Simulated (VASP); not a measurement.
# PbO (Litharge): single point with LDA

PbO (Litharge):

```xyz
4
Lattice="3.9804 0.0000 0.0000 0.0000 3.9804 0.0000 0.0000 0.0000 5.0009" Properties=species:S:1:pos:R:3 pbc="T T T"
Pb    0.0000    1.9902    1.1834
Pb    1.9902    0.0000    3.8175
O     0.0000    0.0000    0.0000
O     1.9902    1.9902    0.0000
```

| Property | Result |
| --- | --- |
| Program | VASP 6.6.1 |
| Task | single point |
| Functional | LDA |
| Potentials or basis | VASP PAW LDA potentials, release 64 (Pb_d, O) |
| Cutoff | 520 eV |
| k mesh | 6 × 6 × 6 |
| Occupations | gaussian, width 0.01 eV |
| Spin | no spin polarisation |
| Dipole correction | no |
| Further INCAR settings | ALGO = Normal; EDIFF = 1e-07; NBANDS = 28 |

| Item | Value |
| --- | --- |
| Pressure | -2.0 GPa |
| Largest force | 0.183 eV/Å |
| Band gap on the k mesh | 1.18 eV, indirect (least direct gap 2.22 eV) |

Forces on the atoms (eV/Å):
```
Pb   0.000  0.000 -0.183
Pb   0.000  0.000  0.183
O    0.000  0.000  0.000
O    0.000  0.000  0.000
```

Stress tensor (GPa, compression positive):
```
-2.18  0.00  0.00
 0.00 -2.18  0.00
 0.00  0.00 -1.64
```

Levels at points of the mesh, in eV from the valence-band top:
| k point | band 16 | band 17 | band 18 | band 19 | band 20 | band 21 | band 22 | band 23 | band 24 | band 25 |
| --- | --- | --- | --- | --- | --- | --- | --- | --- | --- | --- |
| (0.00, 0.00, 0.00) | -4.33 | -1.70 | -1.68 | -1.68 | 0.00 | 2.34 | 5.36 | 5.61 | 5.61 | 6.53 |
| (0.50, 0.00, 0.00) | -3.22 | -3.04 | -3.04 | -1.65 | -1.65 | 3.36 | 3.36 | 6.50 | 6.50 | 6.65 |
| (0.50, 0.50, 0.00) | -3.46 | -1.62 | -1.62 | -1.04 | -1.04 | 1.18 | 1.18 | 5.22 | 5.22 | 7.83 |
| (0.00, 0.00, 0.50) | -4.16 | -1.74 | -1.71 | -1.71 | -0.91 | 1.82 | 3.94 | 3.94 | 4.20 | 8.66 |
| (0.50, 0.00, 0.50) | -3.72 | -3.01 | -3.01 | -0.96 | -0.96 | 3.06 | 3.06 | 6.27 | 6.27 | 7.29 |
| (0.50, 0.50, 0.50) | -3.92 | -2.23 | -2.23 | -1.05 | -1.05 | 3.45 | 3.45 | 4.70 | 4.70 | 5.68 |

Wall time 110 s on 1 thread of Intel Xeon 8259CL, on a shared host, peak memory 0.2 GiB.

Caveat: spin-orbit coupling is left out, which moves the levels of the heavy elements. A k mesh can miss the band edges.
